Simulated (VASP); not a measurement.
Here is a VASP 6.6.1 calculation.

POSCAR

```
C
1.0
    2.5033434386      0.0000000000      0.0000000000
   -1.2516717193      2.1679590123      0.0000000000
    0.0000000000      0.0000000000      4.1271665148
C
4
Direct
    0.3333333333      0.6666666667     -0.0002547465
    0.6666666667      0.3333333333      0.4997452535
    0.3333333333      0.6666666667      0.3742547465
    0.6666666667      0.3333333333      0.8742547465
```

File INCAR.step1:

```
SYSTEM = C
ALGO     = Normal         ! electronic algorithm
EDIFF    = 1E-4           ! SCF threshold, eV
ENCUT    = 520            ! plane-wave cutoff, eV
GGA      = PE             ! functional
ISMEAR   = 0              ! smearing method
LASPH    = .TRUE.         ! aspherical terms in the spheres
LCHARG   = .FALSE.        ! write CHGCAR
LREAL    = .FALSE.        ! projectors in reciprocal space
LWAVE    = .TRUE.         ! write WAVECAR
NBANDS   = 16             ! bands
NELM     = 60             ! most SCF steps
PREC     = Accurate       ! precision mode
SIGMA    = 0.01           ! smearing width, eV
```

File INCAR.step2:

```
SYSTEM = C
ALGO     = Normal         ! electronic algorithm
EDIFF    = 1E-7           ! SCF threshold, eV
ENCUT    = 520            ! plane-wave cutoff, eV
ISIF     = 2              ! what is computed and relaxed
ISMEAR   = 0              ! smearing method
ISTART   = 1            
LASPH    = .TRUE.         ! aspherical terms in the spheres
LCHARG   = .TRUE.         ! write CHGCAR
LELF     = .TRUE.         ! ELF
LMIXTAU  = .TRUE.       
LREAL    = .FALSE.        ! projectors in reciprocal space
LVHAR    = .TRUE.       
LWAVE    = .FALSE.        ! write WAVECAR
METAGGA  = R2SCAN         ! meta-GGA
NBANDS   = 16             ! bands
NELM     = 60             ! most SCF steps
PREC     = Accurate       ! precision mode
SIGMA    = 0.01           ! smearing width, eV
```

File KPOINTS:

```
k-points
0
G
  9 9 6
  0 0 0
```

Potentials or basis: VASP PAW PBE potentials, release 64 (C).

Run with:

```sh
$ cat potpaw_PBE.64/C/POTCAR > POTCAR
$ cp INCAR.step1 INCAR
$ mpirun -np 1 vasp_std > vasp.out
$ cp INCAR.step2 INCAR
$ mpirun -np 1 vasp_std > vasp.out
```

(1) Estimate the band gap on the k mesh.

(2) Predict the pressure.

(3) Estimate the largest force.

Results:

(1) 3.53 eV, indirect (least direct gap 5.07 eV).

(2) 5.8 GPa.

(3) 0.005 eV/Å.

Caveat: the PAW data sets were made with another functional, which shifts forces and pressure a little.
